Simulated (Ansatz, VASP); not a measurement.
**One calculation of W, two programs**

```
W
1.0
    -1.56769    1.56769    1.56769
     1.56769   -1.56769    1.56769
     1.56769    1.56769   -1.56769
W
1
Direct
  0.00000 0.00000 0.00000
```

Alike in both runs: task single point; functional LDA; k mesh 20 × 20 × 20; occupations fermi-dirac, width 0.1 eV; no spin polarisation.

|  | VASP | Ansatz |
| --- | --- | --- |
| version | VASP 6.6.1 | Ansatz 0.2.0 |
| potentials or method | VASP PAW LDA potentials, release 64 (W_sv), cutoff 520 eV | plane waves (420 eV) with PAW, scalar-relativistic |
| valence electrons in the cell | 14 | 14 |

|  | VASP | Ansatz | Ansatz less VASP |
| --- | --- | --- | --- |
| pressure (GPa) | 1.9 | 0.0 | -1.96 |

Ansatz warns that its potentials were made for another functional, while VASP's fit it. LDA's correlation is that of Perdew and Zunger in VASP and of Perdew and Wang (1992) in Ansatz.

Spin-orbit coupling is off throughout.
